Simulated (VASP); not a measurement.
# SiNi2 (P6_3/mmc) in VASP: further runs

Runs on SiNi2. Level: PBEsol. Tasks: single point.

All numbers are computed with VASP 6.6.1; they aren't measurements. Logs are shortened: lines on timing, memory, paths and dates and some standing lists are left out, and cuts for length are marked.

## (1) The cell of the first run

Symmetry: P6_3/mmc, No. 194, hexagonal system. Conventional cell: a = 4.101 Å, b = 4.101 Å, c = 4.740 Å, α = 90.00°, β = 90.00°, γ = 120.00°. Within 3.1 Å of Si (site symmetry -6m2) lie 11 Ni at 2.37 to 2.65 Å. Ni (site symmetry -3m) has 8 Ni at 2.37 to 2.65 Å and 6 Si at 2.65 Å within 3.1 Å. Ni (site symmetry -6m2) has 5 Si at 2.37 Å and 6 Ni at 2.65 Å within 3.1 Å.

## (2) Single point, PBEsol (biaxial strain in the a-b plane: +6.0 %)

Input file INCAR:

```
SYSTEM = SiNi2
  PREC = Accurate
  ENCUT = 520
  EDIFF = 1E-7
  ISMEAR = 0
  SIGMA = 0.1
  LREAL = .FALSE.
  LASPH = .TRUE.
  NELM = 100
  ALGO = Fast
  ISIF = 2
  LWAVE = .FALSE.
  LCHARG = .FALSE.
  GGA = PS
  NBANDS = 33
```

Input file KPOINTS:

```
Automatic mesh
0
G
  12 12 8
  0 0 0
```

Input file POSCAR:

```
SiNi2
1.0
    4.1005714730      0.0000000000      0.0000000000
   -2.0502857365      3.5511990656      0.0000000000
    0.0000000000      0.0000000000      4.7399737896
Si Ni
2 4
Direct
    0.3333333333      0.6666666667      0.7500000000
    0.6666666667      0.3333333333      0.2500000000
    0.0000000000      0.0000000000      0.0000000000
    0.0000000000      0.0000000000      0.5000000000
    0.3333333333      0.6666666667      0.2500000000
    0.6666666667      0.3333333333      0.7500000000
```

Potentials or basis: VASP PAW PBE potentials, release 64 (Si, Ni).

Started as:

```sh
$ cat potpaw_PBE.64/Si/POTCAR potpaw_PBE.64/Ni/POTCAR > POTCAR
$ mpirun -np 1 vasp_std > vasp.out
```

OUTCAR:

```text
SYSTEM = SiNi2
   PREC = Accurate
   ENCUT = 520
   EDIFF = 1E-7
   ISMEAR = 0
   LREAL = .FALSE.
   LASPH = .TRUE.
   NELM = 100
   ISIF = 2
   GGA = PS

 ion  position               nearest neighbor table
   1  0.333  0.667  0.750-   6 2.37   6 2.37   6 2.37   5 2.37   5 2.37   3 2.65   4 2.65   4 2.65
                             3 2.65   4 2.65   3 2.65
   2  0.667  0.333  0.250-   5 2.37   5 2.37   5 2.37   6 2.37   6 2.37   3 2.65   4 2.65   3 2.65
                             4 2.65   3 2.65   4 2.65
   3  0.000  0.000  0.000-   4 2.37   4 2.37   1 2.65   5 2.65   6 2.65   2 2.65   1 2.65   5 2.65
                             2 2.65   6 2.65   2 2.65   6 2.65   1 2.65   5 2.65
   4  0.000  0.000  0.500-   3 2.37   3 2.37   1 2.65   5 2.65   6 2.65   2 2.65   1 2.65   5 2.65
                             2 2.65   6 2.65   2 2.65   6 2.65   1 2.65   5 2.65
   5  0.333  0.667  0.250-   2 2.37   2 2.37   2 2.37   1 2.37   1 2.37   3 2.65   4 2.65   4 2.65
                             3 2.65   4 2.65   3 2.65
   6  0.667  0.333  0.750-   1 2.37   1 2.37   1 2.37   2 2.37   2 2.37   3 2.65   4 2.65   3 2.65
                             4 2.65   3 2.65   4 2.65

  LATTYP: Found a hexagonal cell.
 ALAT       =     4.1005714730
 C/A-ratio  =     1.1559300504

  Lattice vectors:

 A1 = (   4.1005714730,   0.0000000000,   0.0000000000)
 A2 = (  -2.0502857365,   3.5511990656,   0.0000000000)
 A3 = (   0.0000000000,   0.0000000000,   4.7399737896)

Analysis of symmetry for initial positions (statically):
=====================================================================
 Subroutine PRICEL returns:
 Original cell was already a primitive cell.

 Routine SETGRP: Setting up the symmetry group for a
 hexagonal supercell.

 Subroutine GETGRP returns: Found 24 space group operations
 (whereof 12 operations were pure point group operations)
 out of a pool of 24 trial point group operations.

The static configuration has the point symmetry D_3d.
 The point group associated with its full space group is D_6h.

Analysis of symmetry for dynamics (positions and initial velocities):
=====================================================================
 Subroutine PRICEL returns:
 Original cell was already a primitive cell.

 Routine SETGRP: Setting up the symmetry group for a
 hexagonal supercell.

 Subroutine GETGRP returns: Found 24 space group operations
 (whereof 12 operations were pure point group operations)
 out of a pool of 24 trial point group operations.

The dynamic configuration has the point symmetry D_3d.
[... 111 lines left out ...]
   NSW    =      0    number of steps for IOM
   IBRION =     -1    ionic relax: 0-MD 1-quasi-New 2-CG
   NFREE  =      0    steps in history (QN), initial steepest desc. (CG)
   ISIF   =      2    stress and relaxation
   ISYM   =      2    0-nonsym 1-usesym 2-fastsym
   POTIM  = 0.5000    time-step for ionic-motion
   TEBEG  =    0.0;   TEEND  =   0.0 temperature during run
   PSTRESS=    0.0 pullay stress
   NELECT =      48.0000    total number of electrons
   NUPDOWN=      -1.0000    fix difference up-down
   EMIN   =  10.00;   EMAX   =-10.00  energy-range for DOS
   EFERMI =   0.00;   METHOD = LEGACY
   ISMEAR =     0;   SIGMA  =   0.10  broadening in eV -4-tet -1-fermi 0-gaus
   EFERMI_NEDOS =   21; number of points for ismear=-14 and -15
   IALGO  =     68    algorithm
   IMIX   =      4    mixing-type and parameters
     AMIX     =   0.40;   BMIX     =  1.00
     AMIX_MAG =   1.60;   BMIX_MAG =  1.00
  volume/ion in A,a.u.               =      11.50        77.63
  Fermi-wavevector in a.u.,A,eV,Ry     =   1.450408  2.740873 28.622342  2.103683
  Thomas-Fermi vector in A             =   2.568023
   LORBIT       =      0    0 simple, 1 ext, 2 COOP (PROOUT), +10 PAW based schemes
   GGA     = PS    functional components
   LHFCALC =     F    Hartree Fock is set to
   AEXX    =    0.0000 exact exchange contribution
   IVDW    =     0    specifies the selected vdW correction
   LEPSILON=     F    determine dielectric tensor
   LRPA    =     F    only Hartree local field effects (RPA)
 non-spin polarized calculation
 RMM-DIIS sequential band-by-band and
 Gauss-broadening in eV      SIGMA  =   0.10
  energy-cutoff  :      520.00
  volume of cell :       69.02
 maximum number of plane-waves:      1883
   NGX = 15   NGY = 15   NGZ = 17

 number of electron      47.9999997 magnetization

 Free energy of the ion-electron system (eV)
  ---------------------------------------------------
  ext. energy  EPLUGINS =         0.00000000
  ---------------------------------------------------
  free energy    TOTEN  =       -38.93349576 eV

  energy without entropy =      -38.91579487  energy(sigma->0) =      -38.92464531

 E-fermi :  10.2175     XC(G=0): -12.7953

 val. band max:       10.2084773649   @ k =   0.2500   0.2500   0.2500
 cond. band min:      10.2199086989   @ k =   0.2500   0.1667   0.3750
 fundamental gap:      0.0114313340
 Fermi energy:        10.2174553932

 k-point     1 :       0.0000    0.0000    0.0000
  band No.  band energies     occupation
      1      -1.9562      2.00000
      2       2.7272      2.00000
      3       4.5045      2.00000
      4       5.5122      2.00000
      5       5.5122      2.00000
      6       6.5165      2.00000
[... 853 lines left out ...]
     32      17.0055      0.00000
     33      17.8240      0.00000

 [... further k-points ...]

------------------------ aborting loop because EDIFF is reached ----------------------------------------

  FORCE on cell =-STRESS in cart. coord.  units (eV):
  Direction    XX          YY          ZZ          XY          YZ          ZX
  --------------------------------------------------------------------------------------
  -------------------------------------------------------------------------------------
  Total       -9.9367742     -9.9367742      1.2929153      0.0000000      0.0000000      0.0000000
  in kB     -230.6538253   -230.6538253     30.0113348      0.0000000      0.0000000      0.0000000
  external PRESSURE =    -143.7654386 kB  Pullay stress =       0.0000000 kB

 VOLUME and BASIS-vectors are now :
 -----------------------------------------------------------------------------
  energy-cutoff  :      520.00
  volume of cell :       69.02
      direct lattice vectors                 reciprocal lattice vectors
     4.100571473  0.000000000  0.000000000     0.243868448  0.140797514  0.000000000
    -2.050285736  3.551199066  0.000000000     0.000000000  0.281595028  0.000000000
     0.000000000  0.000000000  4.739973790     0.000000000  0.000000000  0.210971631

 POSITION                                       TOTAL-FORCE (eV/Angst)
 -----------------------------------------------------------------------------------
     -0.00000      2.36747      3.55498        -0.000000      0.000000      0.000000
      2.05029      1.18373      1.18499         0.000000      0.000000      0.000000
      0.00000      0.00000      0.00000         0.000000      0.000000      0.000000
      0.00000      0.00000      2.36999         0.000000      0.000000      0.000000
     -0.00000      2.36747      1.18499         0.000000     -0.000000      0.000000
      2.05029      1.18373      3.55498        -0.000000      0.000000      0.000000
 -----------------------------------------------------------------------------------
    total drift:                                0.000000     -0.000000      0.000000

  FREE ENERGIE OF THE ION-ELECTRON SYSTEM (eV)
  ---------------------------------------------------
  free  energy   TOTEN  =       -38.9334957562 eV

  energy  without entropy=      -38.9157948678  energy(sigma->0) =      -38.92464531
```

stdout:

```text
POSCAR found type information on POSCAR SiNi
 POSCAR found :  2 types and       6 ions
 scaLAPACK will be used
 -----------------------------------------------------------------------------
|                                                                             |
|                                                                             |
|     You enforced a specific xc type in the INCAR file but a different       |
|     I HOPE YOU KNOW WHAT YOU ARE DOING!                                     |
|                                                                             |
 -----------------------------------------------------------------------------

 LDA part: xc-table for (Slater+PW92), standard interpolation
 POSCAR, INCAR and KPOINTS ok, starting setup
 FFT: planning ... GRIDC
 FFT: planning ... GRID_SOFT
 FFT: planning ... GRID
 WAVECAR not read
 entering main loop
WARNING in EDDRMM: call to ZHEGV failed, returncode =   8  4     32
```

Run time: 1.8 min. Hardware: 1 thread of Intel Xeon 6975P-C (Granite Rapids), shared host; peak memory 0.29 GiB.

What came out:

- Free energy: -38.9335 eV
- Pressure: -14.4 GPa
- Band gap on the k mesh: zero (bands 24 and 25 overlap by 2.29 eV)

Stress tensor (GPa, compression positive):
```
-23.07   0.00   0.00
  0.00 -23.07   0.00
  0.00   0.00   3.00
```

Levels at points of the mesh, in eV from the Fermi level:
| k point | band 21 | band 22 | band 23 | band 24 | band 25 | band 26 | band 27 | band 28 |
| --- | --- | --- | --- | --- | --- | --- | --- | --- |
| (0.00, 0.00, 0.00) | -0.60 | -0.60 | 0.42 | 1.74 | 2.13 | 2.13 | 2.20 | 2.20 |
| (0.50, 0.00, 0.00) | -1.12 | -0.97 | -0.88 | -0.59 | -0.38 | 1.13 | 1.60 | 2.32 |
| (0.00, 0.00, 0.50) | -1.15 | -1.15 | 1.49 | 1.49 | 2.82 | 2.82 | 2.82 | 2.82 |
| (0.50, 0.00, 0.50) | -1.18 | -1.18 | -0.77 | -0.77 | 0.87 | 0.87 | 2.19 | 2.19 |

Caveat: the cell differs from its parent crystal (biaxial strain in the a-b plane: +6.0 %); the cell stands under tension; the PAW data sets were made with another functional, which shifts forces and pressure a little. Spin polarisation is off, so any magnetic state and its effect on volume and gap are missing.

## (3) Single point, PBEsol (biaxial strain in the a-b plane: +6.0 %, then relaxed in part)

Input file INCAR:

```
SYSTEM = SiNi2
ALGO = Fast
EDIFF = 1E-6
ENCUT = 520
GGA = PS
ISIF = 2
ISMEAR = 0
LASPH = .TRUE.
LCHARG = .FALSE.
LREAL = .FALSE.
LWAVE = .FALSE.
NBANDS = 33
NELM = 60
PREC = Accurate
SIGMA = 0.1
```

Input file KPOINTS:

```
k-points
0
G
  12 12 8
  0 0 0
```

POSCAR, as its differences from that of step 2:

```diff
@@ -4,3 +4,3 @@
    -2.0502857365      3.5511990656      0.0000000000
-    0.0000000000      0.0000000000      4.7399737896
+    0.0000000000      0.0000000000      4.7711627075
 Si Ni
```

Potentials or basis: VASP PAW PBE potentials, release 64 (Si, Ni).

Started as:

```sh
$ cat potpaw_PBE.64/Si/POTCAR potpaw_PBE.64/Ni/POTCAR > POTCAR
$ mpirun -np 1 vasp_std > vasp.out
```

Wall time 1.8 min (1 thread of Intel Xeon 6975P-C (Granite Rapids), shared host); peak memory 0.29 GiB.

Results (log left out):

```yaml
Free_energy: -38.9377 eV
Pressure: -15.6 GPa
Band_gap_on_the_k_mesh: zero (bands 24 and 25 overlap by 2.30 eV)
```

Stress tensor (GPa, compression positive):
```
-23.54   0.00   0.00
  0.00 -23.54   0.00
  0.00   0.00   0.15
```

Levels at points of the mesh, in eV from the Fermi level:
```tsv
k point	band 22	band 23	band 24	band 25	band 26	band 27
(0.00, 0.00, 0.00)	-0.59	0.40	1.75	2.15	2.15	2.21
(0.50, 0.00, 0.00)	-0.95	-0.90	-0.59	-0.39	1.09	1.59
(0.00, 0.00, 0.50)	-1.14	1.50	1.50	2.82	2.82	2.82
(0.50, 0.00, 0.50)	-1.17	-0.77	-0.77	0.87	0.87	2.19
```

Caveat: the cell differs from its parent crystal (biaxial strain in the a-b plane: +6.0 %, then relaxed in part); the cell stands under tension; the PAW data sets were made with another functional, which shifts forces and pressure a little. Spin polarisation is off, so any magnetic state and its effect on volume and gap are missing.
